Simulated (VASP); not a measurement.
# Ta4N5 (I4/m) in VASP: electric field gradients with PBEsol

Aim: the electric field gradients of Ta4N5 with PBEsol.

Program: VASP 6.6.1. These are calculated values, not measurements. Logs are shortened: lines on timing, memory, paths and dates and some standing lists are left out, and cuts for length are marked.

## (1) The cell of the first run

The structure is tetragonal, space group I4/m (No. 87). The conventional cell has a = 6.825 Å, b = 6.825 Å, c = 4.256 Å, α = 90.00°, β = 90.00°, γ = 90.00°. Within 2.7 Å of Ta (site symmetry m) lie 6 N at 2.07 to 2.21 Å. N (site symmetry 4/m) has 4 Ta at 2.07 Å within 2.7 Å. N (site symmetry m) has 5 Ta at 2.13 to 2.21 Å within 2.8 Å.

## (2) Electric field gradients, PBEsol

INCAR reads:

```
PREC     = Accurate       # precision mode
ENCUT    = 520            # plane-wave cutoff, eV
EDIFF    = 1E-8           # SCF threshold, eV
ISMEAR   = -1             # smearing method
SIGMA    = 0.15           # smearing width, eV
LREAL    = F              # projectors in reciprocal space
LASPH    = T              # aspherical terms in the spheres
NELM     = 120            # most SCF steps
ALGO     = Normal         # electronic algorithm
ISIF     = 2              # what is computed and relaxed
LWAVE    = F              # write WAVECAR
LCHARG   = F              # write CHGCAR
GGA      = PS             # functional
LEFG     = T            
NBANDS   = 44             # bands
GGA_COMPAT= F
```

KPOINTS reads:

```
regular mesh
0
Gamma
  10 10 10
```

POSCAR reads:

```
Ta4N5
1.0
   -3.4125865017      3.4125865017      2.1281065096
    3.4125865017     -3.4125865017      2.1281065096
    3.4125865017      3.4125865017     -2.1281065096
Ta N
4 5
Direct
    0.7845897455      0.6048378001      0.3894275457
    0.3951621999      0.7845897455      0.1797519454
    0.6048378001      0.2154102545      0.8202480546
    0.2154102545      0.3951621999      0.6105724543
    0.5000000000      0.5000000000      0.0000000000
    0.9080820589      0.3061156909      0.2141977498
    0.6938843091      0.9080820589      0.6019663680
    0.3061156909      0.0919179411      0.3980336320
    0.0919179411      0.6938843091      0.7858022502
```

Potentials or basis: VASP PAW PBE potentials, release 64 (Ta_pv, N).

Started as:

```
$ cat potpaw_PBE.64/Ta_pv/POTCAR potpaw_PBE.64/N/POTCAR > POTCAR
$ mpirun -np 1 vasp_std > vasp.out
```

OUTCAR:

```text
PREC = Accurate
   ENCUT = 520
   EDIFF = 1E-8
   ISMEAR = -1
   LREAL = F
   LASPH = T
   NELM = 120
   ISIF = 2
   GGA = PS

 ion  position               nearest neighbor table
   1  0.785  0.605  0.389-   5 2.07   8 2.13   8 2.13   7 2.16   9 2.18   6 2.21   2 2.93   3 2.93
                             4 2.95   4 2.95   3 3.14   3 3.14   2 3.14   2 3.14   4 3.27
   2  0.395  0.785  0.180-   5 2.07   6 2.13   6 2.13   9 2.16   8 2.18   7 2.21   1 2.93   4 2.93
                             3 2.95   3 2.95   4 3.14   4 3.14   1 3.14   1 3.14   3 3.27
   3  0.605  0.215  0.820-   5 2.07   9 2.13   9 2.13   6 2.16   7 2.18   8 2.21   4 2.93   1 2.93
                             2 2.95   2 2.95   1 3.14   1 3.14   4 3.14   4 3.14   2 3.27
   4  0.215  0.395  0.611-   5 2.07   7 2.13   7 2.13   8 2.16   6 2.18   9 2.21   3 2.93   2 2.93
                             1 2.95   1 2.95   2 3.14   2 3.14   3 3.14   3 3.14   1 3.27
   5  0.500  0.500  0.000-   2 2.07   3 2.07   1 2.07   4 2.07
   6  0.908  0.306  0.214-   2 2.13   2 2.13   3 2.16   4 2.18   1 2.21
   7  0.694  0.908  0.602-   4 2.13   4 2.13   1 2.16   3 2.18   2 2.21
   8  0.306  0.092  0.398-   1 2.13   1 2.13   4 2.16   2 2.18   3 2.21
   9  0.092  0.694  0.786-   3 2.13   3 2.13   2 2.16   1 2.18   4 2.21

  LATTYP: Found a body centered tetragonal cell.
 ALAT       =     6.8251730034
 C/A-ratio  =     0.6236051477

  Lattice vectors:

 A1 = (  -3.4125865017,   3.4125865017,   2.1281065096)
 A2 = (   3.4125865017,  -3.4125865017,   2.1281065096)
 A3 = (   3.4125865017,   3.4125865017,  -2.1281065096)

Analysis of symmetry for initial positions (statically):
=====================================================================
 Subroutine PRICEL returns:
 Original cell was already a primitive cell.

 Routine SETGRP: Setting up the symmetry group for a
 body centered tetragonal supercell.

 Subroutine GETGRP returns: Found  8 space group operations
 (whereof  8 operations were pure point group operations)
 out of a pool of 16 trial point group operations.

The static configuration has the point symmetry C_4h.

Analysis of symmetry for dynamics (positions and initial velocities):
=====================================================================
 Subroutine PRICEL returns:
 Original cell was already a primitive cell.

 Routine SETGRP: Setting up the symmetry group for a
 body centered tetragonal supercell.

 Subroutine GETGRP returns: Found  8 space group operations
 (whereof  8 operations were pure point group operations)
 out of a pool of 16 trial point group operations.

The dynamic configuration has the point symmetry C_4h.

 Subroutine INISYM returns: Found  8 space group operations
 (whereof  8 operations are pure point group operations),
 and found     1 'primitive' translations

----------------------------------------------------------------------------------------

                                     Primitive cell

  volume of cell :      99.1336

  direct lattice vectors                    reciprocal lattice vectors
    -3.412586502  3.412586502  2.128106510     0.000000000  0.146516433  0.234950646
     3.412586502 -3.412586502  2.128106510     0.146516433  0.000000000  0.234950646
     3.412586502  3.412586502 -2.128106510     0.146516433  0.146516433  0.000000000

  length of vectors
     5.274498135  5.274498135  5.274498135     0.276891443  0.276891443  0.207205526

  position of ions in fractional coordinates (direct lattice)
     0.784589745  0.604837800  0.389427546
     0.395162200  0.784589745  0.179751945
     0.604837800  0.215410255  0.820248055
     0.215410255  0.395162200  0.610572454
     0.500000000  0.500000000  0.000000000
     0.908082059  0.306115691  0.214197750
     0.693884309  0.908082059  0.601966368
     0.306115691  0.091917941  0.398033632
     0.091917941  0.693884309  0.785802250

  ion indices of the primitive-cell ions
   primitive index   ion index
                 1           1
[... 84 lines left out ...]
   IBRION =     -1    ionic relax: 0-MD 1-quasi-New 2-CG
   NFREE  =      0    steps in history (QN), initial steepest desc. (CG)
   ISIF   =      2    stress and relaxation
   ISYM   =      2    0-nonsym 1-usesym 2-fastsym
   POTIM  = 0.5000    time-step for ionic-motion
   TEBEG  =    0.0;   TEEND  =   0.0 temperature during run
   PSTRESS=    0.0 pullay stress
   NELECT =      69.0000    total number of electrons
   NUPDOWN=      -1.0000    fix difference up-down
   EMIN   =  10.00;   EMAX   =-10.00  energy-range for DOS
   EFERMI =   0.00;   METHOD = LEGACY
   ISMEAR =    -1;   SIGMA  =   0.15  broadening in eV -4-tet -1-fermi 0-gaus
   EFERMI_NEDOS =   21; number of points for ismear=-14 and -15
   IALGO  =     38    algorithm
   IMIX   =      4    mixing-type and parameters
     AMIX     =   0.40;   BMIX     =  1.00
     AMIX_MAG =   1.60;   BMIX_MAG =  1.00
  volume/ion in A,a.u.               =      11.01        74.33
  Fermi-wavevector in a.u.,A,eV,Ry     =   1.450834  2.741678 28.639153  2.104918
  Thomas-Fermi vector in A             =   2.568400
   LORBIT       =      0    0 simple, 1 ext, 2 COOP (PROOUT), +10 PAW based schemes
   GGA     = PS    functional components
   LHFCALC =     F    Hartree Fock is set to
   AEXX    =    0.0000 exact exchange contribution
   IVDW    =     0    specifies the selected vdW correction
   LEPSILON=     F    determine dielectric tensor
   LRPA    =     F    only Hartree local field effects (RPA)
 non-spin polarized calculation
  energy-cutoff  :      520.00
  volume of cell :       99.13
 maximum number of plane-waves:      2688
   NGX = 19   NGY = 19   NGZ = 19

 number of electron      68.9999996 magnetization

 Free energy of the ion-electron system (eV)
  ---------------------------------------------------
  ext. energy  EPLUGINS =         0.00000000
  ---------------------------------------------------
  free energy    TOTEN  =      -104.50564164 eV

  energy without entropy =     -104.37401078  energy(sigma->0) =     -104.43982621

 E-fermi :   7.6173     XC(G=0): -12.9082

 val. band max:        7.6048830129   @ k =  -0.4000  -0.4000   0.3000
 cond. band min:       7.6362613444   @ k =  -0.2000   0.5000  -0.0000
 fundamental gap:      0.0313783316
 Fermi energy:         7.6173446337

 k-point     1 :       0.0000    0.0000    0.0000
  band No.  band energies     occupation
      1     -28.4081      2.00000
      2     -28.4012      2.00000
      3     -28.2533      2.00000
      4     -28.2533      2.00000
      5     -28.2444      2.00000
      6     -28.2444      2.00000
[... 1117 lines left out ...]
     43      10.8209      0.00000
     44      11.3462      0.00000

 [... further k-points ...]
[... 5 lines left out ...]
  --------------------------------------------------------------------------------------
  -------------------------------------------------------------------------------------
  Total        0.5164479      0.5164479      0.5021630      0.0000000     -0.0000000      0.0000000
  in kB        8.3467312      8.3467312      8.1158611      0.0000002     -0.0000000      0.0000000
  external PRESSURE =       8.2697745 kB  Pullay stress =       0.0000000 kB

 VOLUME and BASIS-vectors are now :
 -----------------------------------------------------------------------------
  energy-cutoff  :      520.00
  volume of cell :       99.13
      direct lattice vectors                 reciprocal lattice vectors
    -3.412586502  3.412586502  2.128106510     0.000000000  0.146516433  0.234950646
     3.412586502 -3.412586502  2.128106510     0.146516433  0.000000000  0.234950646
     3.412586502  3.412586502 -2.128106510     0.146516433  0.146516433  0.000000000

 POSITION                                       TOTAL-FORCE (eV/Angst)
 -----------------------------------------------------------------------------------
      0.71554      1.94237      2.12811         0.005034     -0.000044     -0.000000
      1.94237     -0.71554      2.12811        -0.000044     -0.005034      0.000000
      1.47021      4.12812      0.00000         0.000044      0.005034     -0.000000
      2.69705      1.47021      0.00000        -0.005034      0.000044      0.000000
      0.00000      0.00000      2.12811        -0.000000      0.000000      0.000000
     -1.32329      2.78523      2.12811        -0.018386      0.012729     -0.000000
      2.78523      1.32329      2.12811         0.012729      0.018386     -0.000000
      0.62736      2.08929      0.00000        -0.012729     -0.018386      0.000000
      4.73588      0.62736      0.00000         0.018386     -0.012729      0.000000
 -----------------------------------------------------------------------------------
    total drift:                                0.000000      0.000000     -0.000000

  FREE ENERGIE OF THE ION-ELECTRON SYSTEM (eV)
  ---------------------------------------------------
  free  energy   TOTEN  =      -104.5056416353 eV

  energy  without entropy=     -104.3740107843  energy(sigma->0) =     -104.43982621

 Electric field gradients (V/A^2)
---------------------------------------------------------------------
 ion       V_xx      V_yy      V_zz      V_xy      V_xz      V_yz
---------------------------------------------------------------------
   1       4.301     0.157    -4.458   -13.912     0.000     0.000
   2       0.157     4.301    -4.458    13.912     0.000     0.000
   3       0.157     4.301    -4.458    13.912     0.000     0.000
   4       4.301     0.157    -4.458   -13.912     0.000     0.000
   5       0.043     0.043    -0.086    -0.001    -0.001    -0.001
   6       0.345     0.995    -1.340     3.467    -0.000    -0.000
   7       0.995     0.345    -1.340    -3.469    -0.000    -0.000
   8       0.995     0.345    -1.340    -3.469    -0.000    -0.000
   9       0.345     0.995    -1.340     3.467    -0.000    -0.000
---------------------------------------------------------------------

 Electric field gradients after diagonalization (V/A^2)
 (convention: |V_zz| > |V_xx| > |V_yy|)
----------------------------------------------------------------------
 ion       V_xx      V_yy      V_zz     asymmetry (V_yy - V_xx)/ V_zz
----------------------------------------------------------------------
   1     -11.836    -4.458    16.294       0.453
   2     -11.837    -4.458    16.295       0.453
   3     -11.837    -4.458    16.295       0.453
   4     -11.836    -4.458    16.294       0.453
   5       0.044     0.042    -0.086       0.034
   6      -2.813    -1.340     4.152       0.355
   7      -2.815    -1.340     4.154       0.355
   8      -2.815    -1.340     4.154       0.355
   9      -2.813    -1.340     4.152       0.355
----------------------------------------------------------------------

           NMR quadrupolar parameters

 Cq : quadrupolar parameter    Cq=e*Q*V_zz/h
 eta: asymmetry parameters     (V_yy - V_xx)/ V_zz
 Q  : nuclear electric quadrupole moment in mb (millibarn)
----------------------------------------------------------------------
 ion       Cq(MHz)       eta       Q (mb)
----------------------------------------------------------------------
   1       0.039       0.453       1.000
   2       0.039       0.453       1.000
   3       0.039       0.453       1.000
   4       0.039       0.453       1.000
   5      -0.000       0.034       1.000
   6       0.010       0.355       1.000
   7       0.010       0.355       1.000
   8       0.010       0.355       1.000
   9       0.010       0.355       1.000
----------------------------------------------------------------------
```

It took 11 min on 1 thread of Oxide Virtual Turin-like, shared host; peak memory 0.54 GiB.

Results:

```yaml
Free_energy: -104.5056 eV
Pressure: 0.8 GPa
Largest_force: 0.022 eV/Å
Band_gap_on_the_k_mesh: zero (an odd number of electrons rules out a gap without spin polarisation)
Largest_electric_field_gradient_by_atom: Ta +16.3; N -0.1, +4.2 (each value once) V/Å²
```

Forces in eV/Å, atoms in the order of the input:
```
Ta   0.005  0.000  0.000
Ta   0.000 -0.005  0.000
Ta   0.000  0.005  0.000
Ta  -0.005  0.000  0.000
N    0.000  0.000  0.000
N   -0.018  0.013  0.000
N    0.013  0.018  0.000
N   -0.013 -0.018  0.000
N    0.018 -0.013  0.000
```

Electric field gradients, principal values (V/Å²):
```tsv
atom	least	middle	greatest (by size)
1 Ta	-4.458	-11.836	16.294
2 Ta	-4.458	-11.837	16.295
3 Ta	-4.458	-11.837	16.295
4 Ta	-4.458	-11.836	16.294
5 N	0.042	0.044	-0.086
6 N	-1.340	-2.813	4.152
7 N	-1.340	-2.815	4.154
8 N	-1.340	-2.815	4.154
9 N	-1.340	-2.813	4.152
```

Caveat: without QUAD_EFG the Cq values of the log hold for a quadrupole moment of 1 mb, not for the nuclei; the PAW data sets were made with another functional, which shifts forces and pressure a little; spin-orbit coupling is left out, which moves the levels of the heavy elements; an odd number of electrons without spin polarisation forces a metal; a magnetic or distorted state may lie lower.

The gap in the log of VASP goes by the Fermi energy; the results here count the filled bands.